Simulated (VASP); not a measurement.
# Tl (P6_3/mmc) in VASP: notebook

Tl is run at these levels: PBE+D3(BJ); tasks: single point, relaxation of shape and atoms at fixed volume.

Everything below comes from runs of VASP 6.6.1. Logs are shortened: lines on timing, memory, paths and dates and some standing lists are left out, and cuts for length are marked.

**1. The cell of the first run**

The structure is hexagonal, space group P6_3/mmc (No. 194). The conventional cell has a = 3.649 Å, b = 3.649 Å, c = 5.650 Å, α = 90.00°, β = 90.00°, γ = 120.00°. Within 4.6 Å of Tl (site symmetry -6m2) lie 12 Tl at 3.52 to 3.65 Å.

**2. Single point, PBE+D3(BJ) (32.57 Å³/atom)**

Input file INCAR:

```
  PREC = Accurate
  ENCUT = 520
  EDIFF = 1E-7
  ISMEAR = 0
  SIGMA = 0.1
  LREAL = False
  LASPH = True
  NELM = 100
  ALGO = Fast
  ISIF = 2
  LWAVE = False
  LCHARG = False
  GGA = PE
  IVDW = 12
  NBANDS = 20
```

Input file KPOINTS:

```
regular mesh
0
Gamma
  15 15 8
```

Input file POSCAR:

```
Tl
1.0
    3.6486561773      0.0000000000      0.0000000000
   -1.8243280887      3.1598289392      0.0000000000
    0.0000000000      0.0000000000      5.6500633213
Tl
2
Direct
    0.3333333333      0.6666666667      0.2500000000
    0.6666666667      0.3333333333      0.7500000000
```

Potentials or basis: VASP PAW PBE potentials, release 64 (Tl_d).

On the command line:

```sh
cat potpaw_PBE.64/Tl_d/POTCAR > POTCAR
mpirun -np 1 vasp_std > vasp.out
```

OUTCAR:

```text
PREC = Accurate
   ENCUT = 520
   EDIFF = 1E-7
   ISMEAR = 0
   LREAL = False
   LASPH = True
   NELM = 100
   ISIF = 2
   GGA = PE
   IVDW = 12
 IVDW          = 12

 ion  position               nearest neighbor table
   1  0.333  0.667  0.250-   2 3.52   2 3.52   2 3.52   2 3.52   2 3.52   2 3.52
   2  0.667  0.333  0.750-   1 3.52   1 3.52   1 3.52   1 3.52   1 3.52   1 3.52

  LATTYP: Found a hexagonal cell.
 ALAT       =     3.6486561773
 C/A-ratio  =     1.5485326780

  Lattice vectors:

 A1 = (   3.6486561773,   0.0000000000,   0.0000000000)
 A2 = (  -1.8243280887,   3.1598289392,   0.0000000000)
 A3 = (   0.0000000000,   0.0000000000,   5.6500633213)

Analysis of symmetry for initial positions (statically):
=====================================================================
 Subroutine PRICEL returns:
 Original cell was already a primitive cell.

 Routine SETGRP: Setting up the symmetry group for a
 hexagonal supercell.

 Subroutine GETGRP returns: Found 24 space group operations
 (whereof 12 operations were pure point group operations)
 out of a pool of 24 trial point group operations.

The static configuration has the point symmetry D_3d.
 The point group associated with its full space group is D_6h.

Analysis of symmetry for dynamics (positions and initial velocities):
=====================================================================
 Subroutine PRICEL returns:
 Original cell was already a primitive cell.

 Routine SETGRP: Setting up the symmetry group for a
 hexagonal supercell.

 Subroutine GETGRP returns: Found 24 space group operations
 (whereof 12 operations were pure point group operations)
 out of a pool of 24 trial point group operations.

The dynamic configuration has the point symmetry D_3d.
 The point group associated with its full space group is D_6h.

 Subroutine INISYM returns: Found 24 space group operations
 (whereof 12 operations are pure point group operations),
 and found     1 'primitive' translations

----------------------------------------------------------------------------------------

                                     Primitive cell

  volume of cell :      65.1403

  direct lattice vectors                    reciprocal lattice vectors
     3.648656177  0.000000000  0.000000000     0.274073509  0.158236414  0.000000000
    -1.824328089  3.159828939  0.000000000     0.000000000  0.316472828  0.000000000
     0.000000000  0.000000000  5.650063321     0.000000000  0.000000000  0.176989167

  length of vectors
     3.648656177  3.648656177  5.650063321     0.316472828  0.316472828  0.176989167

  position of ions in fractional coordinates (direct lattice)
     0.333333333  0.666666667  0.250000000
     0.666666667  0.333333333  0.750000000

  ion indices of the primitive-cell ions
   primitive index   ion index
                 1           1
                 2           2

----------------------------------------------------------------------------------------

 KPOINTS: regular mesh

Automatic generation of k-mesh.
 Grid dimensions read from file:
 generate k-points for:   15   15    8

 Generating k-lattice:

  Cartesian coordinates                     Fractional coordinates (reciprocal lattice)
     0.018271567  0.010549094  0.000000000     0.066666667  0.000000000  0.000000000
     0.000000000  0.021098189  0.000000000     0.000000000  0.066666667  0.000000000
     0.000000000  0.000000000  0.022123646     0.000000000  0.000000000  0.125000000

  Length of vectors
     0.021098189  0.021098189  0.022123646

  Shift w.r.t. Gamma in fractional coordinates (k-lattice)
     0.000000000  0.000000000  0.000000000

 Subroutine IBZKPT returns following result:
 ===========================================

 Found    135 irreducible k-points:

 Following reciprocal coordinates:
            Coordinates               Weight
  0.000000  0.000000  0.000000      1.000000
  0.066667 -0.000000  0.000000      6.000000
  0.133333 -0.000000  0.000000      6.000000
  0.200000  0.000000  0.000000      6.000000
  0.266667 -0.000000  0.000000      6.000000
  0.333333  0.000000  0.000000      6.000000
[... 16 lines left out ...]
  0.333333  0.200000  0.000000     12.000000
  0.400000  0.200000  0.000000      6.000000
 [... further k-points ...]
   k-points           NKPTS =    135   k-points in BZ     NKDIM =    135   number of bands    NBANDS=     20
   number of dos      NEDOS =    301   number of ions     NIONS =      2
   total plane-waves  NPLWV =  32928
   dimension x,y,z NGX =    28 NGY =   28 NGZ =   42
   dimension x,y,z NGXF=    56 NGYF=   56 NGZF=   84
   ions per type =               2
   NGX,Y,Z   is equivalent  to a cutoff of  12.76, 12.76, 12.36 a.u.
   NGXF,Y,Z  is equivalent  to a cutoff of  25.52, 25.52, 24.72 a.u.
 SYSTEM =  unknown system
   PREC   = accura    normal or accurate (medium, high low for compatibility)
   ISTART =      0    job   : 0-new  1-cont  2-samecut
   ICHARG =      2    charge: 1-file 2-atom 10-const
   ISPIN  =      1    spin polarized calculation?
   LNONCOLLINEAR =      F non collinear calculations
   LSORBIT =      F    spin-orbit coupling
   LASPH  =      T    aspherical Exc in radial PAW
   ENCUT  =  520.0 eV  38.22 Ry    6.18 a.u.   6.78  6.78 10.51*2*pi/ulx,y,z
   NELM   =    100;   NELMIN=  2; NELMDL= -5     # of ELM steps
   EDIFF  = 0.1E-06   stopping-criterion for ELM
   LREAL  =      F    real-space projection
   EDIFFG = 0.1E-05   stopping-criterion for IOM
   NSW    =      0    number of steps for IOM
   IBRION =     -1    ionic relax: 0-MD 1-quasi-New 2-CG
   NFREE  =      0    steps in history (QN), initial steepest desc. (CG)
   ISIF   =      2    stress and relaxation
   ISYM   =      2    0-nonsym 1-usesym 2-fastsym
   POTIM  = 0.5000    time-step for ionic-motion
   TEBEG  =    0.0;   TEEND  =   0.0 temperature during run
   PSTRESS=    0.0 pullay stress
   NELECT =      26.0000    total number of electrons
   NUPDOWN=      -1.0000    fix difference up-down
   EMIN   =  10.00;   EMAX   =-10.00  energy-range for DOS
   EFERMI =   0.00;   METHOD = LEGACY
   ISMEAR =     0;   SIGMA  =   0.10  broadening in eV -4-tet -1-fermi 0-gaus
   EFERMI_NEDOS =   21; number of points for ismear=-14 and -15
   IALGO  =     68    algorithm
   IMIX   =      4    mixing-type and parameters
     AMIX     =   0.40;   BMIX     =  1.00
     AMIX_MAG =   1.60;   BMIX_MAG =  1.00
  volume/ion in A,a.u.               =      32.57       219.79
  Fermi-wavevector in a.u.,A,eV,Ry     =   1.205358  2.277796 19.767735  1.452888
  Thomas-Fermi vector in A             =   2.341057
   LORBIT       =      0    0 simple, 1 ext, 2 COOP (PROOUT), +10 PAW based schemes
   GGA     = PE    functional components
   LHFCALC =     F    Hartree Fock is set to
   AEXX    =    0.0000 exact exchange contribution
   IVDW    =    12    specifies the selected vdW correction
   LEPSILON=     F    determine dielectric tensor
   LRPA    =     F    only Hartree local field effects (RPA)
 non-spin polarized calculation
 RMM-DIIS sequential band-by-band and
 Gauss-broadening in eV      SIGMA  =   0.10
  energy-cutoff  :      520.00
  volume of cell :       65.14
 maximum number of plane-waves:      1788
 NGX is ok and might be reduce to    28
   NGX = 13   NGY = 13   NGZ = 21

 number of electron      26.0000003 magnetization

 Free energy of the ion-electron system (eV)
  ---------------------------------------------------
  ext. energy  EPLUGINS =         0.00000000
  ---------------------------------------------------
  free energy    TOTEN  =        -4.44825209 eV

  energy without entropy =       -4.44440316  energy(sigma->0) =       -4.44632763

 E-fermi :   5.3218     XC(G=0):  -9.5541

 val. band max:        5.2910140631   @ k =   0.0667   0.0667   0.2500
 cond. band min:       5.3468804925   @ k =   0.1333  -0.0000   0.2500
 fundamental gap:      0.0558664294
 Fermi energy:         5.3217568801

 k-point     1 :       0.0000    0.0000    0.0000
  band No.  band energies     occupation
      1      -6.2812      2.00000
      2      -6.1309      2.00000
      3      -6.1309      2.00000
      4      -6.1249      2.00000
      5      -6.0908      2.00000
      6      -6.0908      2.00000
[... 12 lines left out ...]
     19      15.0259      0.00000
     20      15.5742      0.00000

 k-point     2 :       0.0667   -0.0000    0.0000
  band No.  band energies     occupation
      1      -6.2729      2.00000
      2      -6.1543      2.00000
      3      -6.1182      2.00000
      4      -6.0989      2.00000
      5      -6.0898      2.00000
      6      -6.0892      2.00000
[... 12 lines left out ...]
     19      15.4491      0.00000
     20      15.5207      0.00000

 k-point     3 :       0.1333   -0.0000    0.0000
  band No.  band energies     occupation
      1      -6.2610      2.00000
      2      -6.1709      2.00000
      3      -6.1088      2.00000
      4      -6.1058      2.00000
      5      -6.0905      2.00000
      6      -6.0821      2.00000
[... 12 lines left out ...]
     19      14.9123      0.00000
     20      16.4477      0.00000

 k-point     4 :       0.2000    0.0000    0.0000
  band No.  band energies     occupation
      1      -6.2752      2.00000
      2      -6.1634      2.00000
      3      -6.1407      2.00000
      4      -6.1290      2.00000
      5      -6.0867      2.00000
      6      -6.0287      2.00000
[... 12 lines left out ...]
     19      14.1158      0.00000
     20      16.1612      0.00000

 k-point     5 :       0.2667   -0.0000    0.0000
  band No.  band energies     occupation
      1      -6.3083      2.00000
      2      -6.1818      2.00000
      3      -6.1601      2.00000
      4      -6.1539      2.00000
      5      -6.0656      2.00000
      6      -5.9672      2.00000
[... 12 lines left out ...]
     19      13.6789      0.00000
     20      15.5402      0.00000
[... 353 lines left out ...]
      6      -5.9679      2.00000
[... 12 lines left out ...]
     19      13.4218      0.00000
     20      16.2255      0.00000

 k-point    22 :       0.2667    0.2000    0.0000
  band No.  band energies     occupation
      1      -6.2921      2.00000
      2      -6.2469      2.00000
      3      -6.1831      2.00000
      4      -6.1506      2.00000
      5      -5.9985      2.00000
      6      -5.9962      2.00000
[... 12 lines left out ...]
     19      12.8418      0.00000
     20      16.2501      0.00000

 k-point    23 :       0.3333    0.2000    0.0000
  band No.  band energies     occupation
      1      -6.3183      2.00000
      2      -6.2625      2.00000
      3      -6.1496      2.00000
      4      -6.1457      2.00000
      5      -6.0185      2.00000
      6      -5.9869      2.00000
[... 12 lines left out ...]
     19      12.5277      0.00000
     20      16.1105      0.00000

 k-point    24 :       0.4000    0.2000    0.0000
  band No.  band energies     occupation
      1      -6.3276      2.00000
      2      -6.2680      2.00000
      3      -6.1429      2.00000
      4      -6.1365      2.00000
      5      -6.0275      2.00000
      6      -5.9764      2.00000
[... 12 lines left out ...]
     19      12.4288      0.00000
     20      16.0596      0.00000

 [... further k-points ...]

------------------------ aborting loop because EDIFF is reached ----------------------------------------

 Edisp (eV)   -0.59939

 E8    (eV) :    -0.3132

  FORCE on cell =-STRESS in cart. coord.  units (eV):
  Direction    XX          YY          ZZ          XY          YZ          ZX
  --------------------------------------------------------------------------------------
  -------------------------------------------------------------------------------------
  Total      -0.97226    -0.97226    -1.03138     0.00000     0.00000     0.00000
  in kB     -23.91340   -23.91340   -25.36750     0.00000     0.00000     0.00000
  external pressure =      -24.40 kB  Pullay stress =        0.00 kB

 VOLUME and BASIS-vectors are now :
 -----------------------------------------------------------------------------
  energy-cutoff  :      520.00
  volume of cell :       65.14
      direct lattice vectors                 reciprocal lattice vectors
     3.648656177  0.000000000  0.000000000     0.274073509  0.158236414  0.000000000
    -1.824328089  3.159828939  0.000000000     0.000000000  0.316472828  0.000000000
     0.000000000  0.000000000  5.650063321     0.000000000  0.000000000  0.176989167

 POSITION                                       TOTAL-FORCE (eV/Angst)
 -----------------------------------------------------------------------------------
     -0.00000      2.10655      1.41252         0.000000      0.000000      0.000000
      1.82433      1.05328      4.23755        -0.000000     -0.000000      0.000000
 -----------------------------------------------------------------------------------
    total drift:                               -0.000000      0.000000     -0.000000

  FREE ENERGIE OF THE ION-ELECTRON SYSTEM (eV)
  ---------------------------------------------------
  free  energy   TOTEN  =        -5.0476470408 eV

  energy  without entropy=       -5.0437981124  energy(sigma->0) =       -5.04572258
```

Wall time 2.2 min (1 thread of Intel Xeon Platinum 8375C at 2.90GHz (Ice Lake), shared host); peak memory 0.28 GiB.

What came out:

```yaml
Free_energy: -5.0476 eV
Pressure: -2.4 GPa
Band_gap_on_the_k_mesh: zero (bands 13 and 14 overlap by 5.14 eV)
Dispersion_energy_per_atom: -0.300 eV
```

Stress tensor (GPa, compression positive):
```
-2.39  0.00  0.00
 0.00 -2.39  0.00
 0.00  0.00 -2.54
```

Levels at points of the mesh, in eV from the Fermi level:
| k point | band 10 | band 11 | band 12 | band 13 | band 14 | band 15 | band 16 | band 17 |
| --- | --- | --- | --- | --- | --- | --- | --- | --- |
| (0.00, 0.00, 0.00) | -11.13 | -9.25 | -4.92 | -2.27 | 6.77 | 6.77 | 8.67 | 8.67 |
| (0.00, 0.00, 0.50) | -11.21 | -7.95 | -7.95 | 3.30 | 3.30 | 7.69 | 7.69 | 7.69 |

Caveat: spin-orbit coupling is left out, which moves the levels of the heavy elements.

**3. Relaxation of shape and atoms at fixed volume, PBE+D3(BJ) (26.06 Å³/atom)**

This run uses another cell than the first one, of 26.06 Å³/atom.

Input file INCAR:

```
SYSTEM = Tl
PREC = Accurate ; ENCUT = 600
EDIFF = 1E-6 ; ISMEAR = 0
SIGMA = 0.1 ; LREAL = .False.
LASPH = .True. ; NELM = 100
ALGO = Fast ; ISIF = 4
LWAVE = .False. ; LCHARG = .False.
GGA = PE ; IVDW = 12
IBRION = 2 ; NSW = 50
EDIFFG = -0.01
```

Input file KPOINTS:

```
Automatic mesh
0
Gamma
  15 15 8
  0 0 0
```

Input file POSCAR:

```
Tl
1.0
    3.3551745475      0.0000000000      0.0000000000
   -1.6775872738      2.9056663923      0.0000000000
    0.0000000000      0.0000000000      5.3453844514
Tl
2
Direct
    0.3333333333      0.6666666667      0.2500000000
    0.6666666667      0.3333333333      0.7500000000
```

Potentials or basis: VASP PAW PBE potentials, release 64 (Tl_d).

On the command line:

```sh
cat potpaw_PBE.64/Tl_d/POTCAR > POTCAR
mpirun -np 1 vasp_std > vasp.out
```

Run time: 3.6 min. Hardware: 1 thread of Intel Xeon Platinum 8375C at 2.90GHz (Ice Lake), shared host; peak memory 0.29 GiB.

The run converged. Its results:

- Free energy: -4.9828 eV
- Energy gained by relaxing: 0.0 meV/atom
- Ionic steps: 3
- Pressure after relaxing: 5.8 GPa
- Band gap on the k mesh: zero (bands 13 and 14 overlap by 6.36 eV)
- Dispersion energy per atom: -0.378 eV

Final structure:
```yaml
crystal:
  lattice:
    - [3.34959, 0.00000, 0.00000]
    - [-1.67480, 2.90083, 0.00000]
    - [0.00000, 0.00000, 5.36321]
  atoms:
    - { symbol: Tl, position: [0.33333, 0.66667, 0.25000] }
    - { symbol: Tl, position: [0.66667, 0.33333, 0.75000] }
```

Levels at points of the mesh, in eV from the Fermi level:
```
           k point  band 10  band 11  band 12  band 13  band 14  band 15  band 16  band 17
(0.00, 0.00, 0.00)   -11.17   -10.75    -5.11    -3.28     8.60     8.60    10.45    10.88
(0.00, 0.00, 0.50)   -11.30    -9.17    -9.17     3.63     3.63     9.65     9.65     9.65
```

Caveat: spin-orbit coupling is left out, which moves the levels of the heavy elements.

The gap in the log of VASP goes by the Fermi energy; the results here count the filled bands.